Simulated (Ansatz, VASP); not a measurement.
## One calculation of RbBr, two programs

The input INCAR:

```
SYSTEM = RbBr
PREC = Accurate ; ENCUT = 520
EDIFF = 1E-7 ; ISMEAR = 0
SIGMA = 0.05 ; LREAL = .False.
LASPH = .True. ; NELM = 80
ALGO = Normal ; ISIF = 2
LWAVE = .False. ; LCHARG = .False.
GGA = PE ; NBANDS = 15
```

KPOINTS

```
Automatic mesh
0
Gamma
  6 6 6
  0 0 0
```

The input POSCAR:

```
RbBr
1.0
    4.3048525893      0.0000000000      0.0000000000
    0.0000000000      4.3048525893      0.0000000000
    0.0000000000      0.0000000000      4.1929021031
Rb Br
1 1
Direct
   -0.1157227195      0.0000000000      0.0000000000
    0.6237806148      0.5000000000      0.5000000000
```

Input for Ansatz:

```yaml
crystal:
  lattice:
    - [4.3048525893, 0.0, 0.0]
    - [0.0, 4.3048525893, 0.0]
    - [0.0, 0.0, 4.1929021031]
  atoms:
    - { symbol: Rb, position: [-0.1157227195, 0.0, 0.0] }
    - { symbol: Br, position: [0.6237806148, 0.5, 0.5] }
basis:
  ecutwfc: 420
kpoints:
  mp_grid: { grid: [6, 6, 6] }
hamiltonian:
  xc: pbe
  pseudopotentials: { kind: paw }
scf:
  occupations: { method: gaussian, width: 0.05 }
output:
  forces: true
  stress: true
  eigenvalues: true
```

Change from the starting cell: mode 4 frozen in at -0.519 Å, equal normal strain along x and y +0.0267.

Alike in both runs: task single point; functional PBE; k mesh 6 × 6 × 6; occupations gaussian, width 0.05 eV; no spin polarisation.

|  | VASP | Ansatz |
| --- | --- | --- |
| version | VASP 6.6.1 | Ansatz 0.2.0 |
| potentials or method | VASP PAW PBE potentials, release 64 (Rb_sv, Br), cutoff 520 eV | scalar-relativistic, plane waves, PAW |
| valence electrons in the cell | 16 | 16 |

```csv
,VASP,Ansatz,Ansatz less VASP
gap on the k mesh at the Fermi level (eV),3.86,3.86,+0.002
least direct gap on the mesh (eV),3.98,3.99,+0.003
pressure (GPa),2.7,2.6,-0.05
"traceless stress, the component that is largest in VASP (GPa)",-1.47,-1.44,+0.027
rms of the force components (eV/Å),0.308,0.304,-0.0043
```

Atom by atom the forces differ by 0.004 eV/Å (rms over components). With one functional, cell and mesh, what is left measures potentials, basis and numerics.
